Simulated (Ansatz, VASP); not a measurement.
**One calculation of La, two programs**

```
CELL_PARAMETERS angstrom
3.77484 0.00000 0.00000
-1.88742 3.26910 0.00000
0.00000 0.00000 6.11020
ATOMIC_POSITIONS crystal
La 0.33333 0.66667 0.25000
La 0.66667 0.33333 0.75000
```

Change from the starting cell: volume scaled by 1.02.

Alike in both runs: task single point; functional LDA; k mesh 11 × 11 × 6; occupations fermi-dirac, width 0.05 eV; no spin polarisation.

```csv
,VASP,Ansatz
version,VASP 6.6.1,Ansatz 0.2.0
potentials or method,"VASP PAW LDA potentials, release 64 (La), cutoff 520 eV","all-electron LAPW, scalar-relativistic"
```

Ansatz gave:

```
pressure (GPa)                                                : -3.4
traceless stress, the component that is largest in VASP (GPa) : -0.11
```

Which values does VASP return?

Pressure (GPa): -3.5; traceless stress, the component that is largest in VASP (GPa): -0.12.

LDA's correlation is that of Perdew and Zunger in VASP and of Perdew and Wang (1992) in Ansatz. Ansatz ran all-electron here, and VASP with PAW potentials.

Neither program's run includes spin-orbit coupling.
